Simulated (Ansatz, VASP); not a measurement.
One calculation of MgCdSe, two programs

```
CELL_PARAMETERS angstrom
4.72536 0.00000 0.00000
-2.36268 4.09228 0.00000
0.00000 0.00000 3.71901
ATOMIC_POSITIONS crystal
Mg 0.00000 0.00000 0.00000
Cd 0.33333 0.66667 0.50000
Se 0.66667 0.33333 0.50000
```

Change from the starting cell: species swapped into the DyAlGa type (P-6m2, No. 187).

Alike in both runs: functional PBE; k mesh 12 × 12 × 12; occupations gaussian, width 0.1 eV; no spin polarisation.

Ansatz relaxed the structure, and its values are those at the end. VASP's run is a single point on that final structure, the one shown.

|  | VASP | Ansatz |
| --- | --- | --- |
| version | VASP 6.6.1 | Ansatz 0.2.0 |
| potentials or method | VASP PAW PBE potentials, release 64 (Mg, Cd, Se), cutoff 520 eV | scalar-relativistic, plane waves, PAW |
| valence electrons in the cell | 20 | 46 |

```csv
,VASP,Ansatz,Ansatz less VASP
gap on the k mesh at the Fermi level (eV),none,none,-
pressure (GPa),0.1,0.0,-0.12
```

A gap of «none» marks a metal or a gap that the smearing closes. VASP's potentials hold 20 valence electrons a cell and Ansatz's 46, so a difference there can come from the potentials and not from the codes.
